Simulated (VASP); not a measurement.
Here is a VASP 6.6.1 calculation.

Contents of INCAR:

```
PREC = Accurate ; ENCUT = 520
EDIFF = 1E-6 ; ISMEAR = 0
SIGMA = 0.05 ; LREAL = F
LASPH = T ; NELM = 100
ALGO = Normal ; ISIF = 2
LWAVE = F ; LCHARG = T
GGA = PS ; LELF = T
LVHAR = T ; NBANDS = 41
```

The input KPOINTS:

```
regular mesh
0
Gamma
  6 6 6
```

The input POSCAR:

```
AlGa3N4
1.0
    4.6910093379      0.0000000000      0.0000000000
    0.0000000000      4.6910093379      0.0000000000
    0.0000000000      0.0000000000      4.6910093379
Al Ga N
1 3 4
Direct
    0.0000000000      0.0000000000      0.0000000000
    0.5000000000      0.5000000000      0.0000000000
    0.5000000000      0.0000000000      0.5000000000
    0.0000000000      0.5000000000      0.5000000000
    0.7550309200      0.7550309200      0.2449690800
    0.7550309200      0.2449690800      0.7550309200
    0.2449690800      0.7550309200      0.7550309200
    0.2449690800      0.2449690800      0.2449690800
```

Potentials or basis: VASP PAW PBE potentials, release 64 (Al, Ga_d, N).

Command:

```bash
$ cat potpaw_PBE.64/Al/POTCAR potpaw_PBE.64/Ga_d/POTCAR potpaw_PBE.64/N/POTCAR > POTCAR
$ mpirun -np 1 vasp_std > vasp.out
```

(1) Predict the largest force.

(2) Estimate the pressure.

## Answers

(1) 0.016 eV/Å.

(2) -20.6 GPa.

Caveat: the cell differs from its parent crystal (strain +0.050 along x and y, +0.050 along z); the cell stands under tension; the PAW data sets were made with another functional, which shifts forces and pressure a little.
